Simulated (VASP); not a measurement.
Input of a VASP 6.6.1 run:

The input INCAR:

```
SYSTEM = SnSe2
  ALGO = Normal
  EDIFF = 1E-6
  ENCUT = 520
  GGA = PE
  ISIF = 2
  ISMEAR = 0
  LASPH = .True.
  LCHARG = .True.
  LELF = .True.
  LREAL = .False.
  LVHAR = .True.
  LWAVE = .False.
  NBANDS = 20
  NELM = 80
  PREC = Accurate
  SIGMA = 0.01
```

Contents of KPOINTS:

```
k-points
0
Gamma
  12 12 4
  0 0 0
```

The input POSCAR:

```
SnSe2
1.0
    3.8110000000      0.0000000000      0.0000000000
   -1.9055000000      3.3004230000      0.0000000000
    0.0000000000      0.0000000000      6.1360000000
Sn Se
1 2
Direct
    0.0000000000      0.0000000000      0.0000000000
    0.3333333333      0.6666666667      0.2490000000
    0.6666666667      0.3333333333      0.7510000000
```

Potentials or basis: VASP PAW PBE potentials, release 64 (Sn_d, Se).

Launch:

```bash
$ cat potpaw_PBE.64/Sn_d/POTCAR potpaw_PBE.64/Se/POTCAR > POTCAR
$ mpirun -np 1 vasp_std > vasp.out
```

(1) Estimate the band gap on the k mesh.

(2) Predict the largest force.

(3) Estimate the pressure.

Answers

(1) 0.77 eV, indirect (least direct gap 1.09 eV).

(2) 0.808 eV/Å.

(3) 5.6 GPa.

Caveat: spin-orbit coupling is left out, which moves the levels of the heavy elements; this functional lacks dispersion, which binds the layers, so the pressure and a relaxed spacing across them are unreliable.
